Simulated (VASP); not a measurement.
Wanted: the native input for a VASP 6.6.1 run.

```yaml
Task: single point
Functional: r2SCAN
Potentials_or_basis: VASP PAW PBE potentials, release 64 (Ru_pv, Ir)
Cutoff: 520 eV
k_mesh: 12 × 12 × 6
Occupations: gaussian, width 0.1 eV
Spin: no spin polarisation
Dipole_correction: no
Further_INCAR_settings: ALGO = Normal; EDIFF = 1e-06; NBANDS = 18
```

Crystal: IrRu.

```xyz
2
Lattice="2.7249 0.0000 0.0000 -1.3625 2.3598 0.0000 0.0000 0.0000 4.3307" Properties=species:S:1:pos:R:3 pbc="T T T"
Ru    1.3625    0.7866    0.0000
Ir    0.0000    0.0000    2.1653
```

These files were run (other wordings do the same):

POSCAR

```
IrRu
1.0
    2.7249110840      0.0000000000      0.0000000000
   -1.3624555420      2.3598422218      0.0000000000
    0.0000000000      0.0000000000      4.3306976446
Ru Ir
1 1
Direct
    0.6666666667      0.3333333333      0.0000000000
    0.0000000000      0.0000000000      0.5000000000
```

INCAR.step1

```
PREC = Accurate ; ENCUT = 520
ISMEAR = 0 ; SIGMA = 0.1
LREAL = False ; LASPH = True
NELM = 80 ; NBANDS = 18
GGA = PE ; ALGO = Normal
EDIFF = 1E-4 ; LWAVE = True
LCHARG = False
```

INCAR.step2

```
PREC = Accurate ; ENCUT = 520
EDIFF = 1E-6 ; ISMEAR = 0
SIGMA = 0.1 ; LREAL = False
LASPH = True ; NELM = 80
ALGO = Normal ; ISIF = 2
LWAVE = False ; LCHARG = True
METAGGA = R2SCAN ; LMIXTAU = True
LELF = True ; LVHAR = True
NBANDS = 18 ; ISTART = 1
```

KPOINTS

```
regular mesh
0
Gamma
  12 12 6
```

Potentials or basis: VASP PAW PBE potentials, release 64 (Ru_pv, Ir).

Launch:

```sh
$ cat potpaw_PBE.64/Ru_pv/POTCAR potpaw_PBE.64/Ir/POTCAR > POTCAR
$ cp INCAR.step1 INCAR
$ mpirun -np 1 vasp_std > vasp.out
$ cp INCAR.step2 INCAR
$ mpirun -np 1 vasp_std > vasp.out
```

It gave:

The pressure is 0.2 GPa.

Caveat: the PAW data sets were made with another functional, which shifts forces and pressure a little.

Wall time 61 s on 1 thread of Intel(R) Xeon(R) Platinum 8559C (Emerald Rapids), with other jobs on the host, peak memory 0.17 GiB.
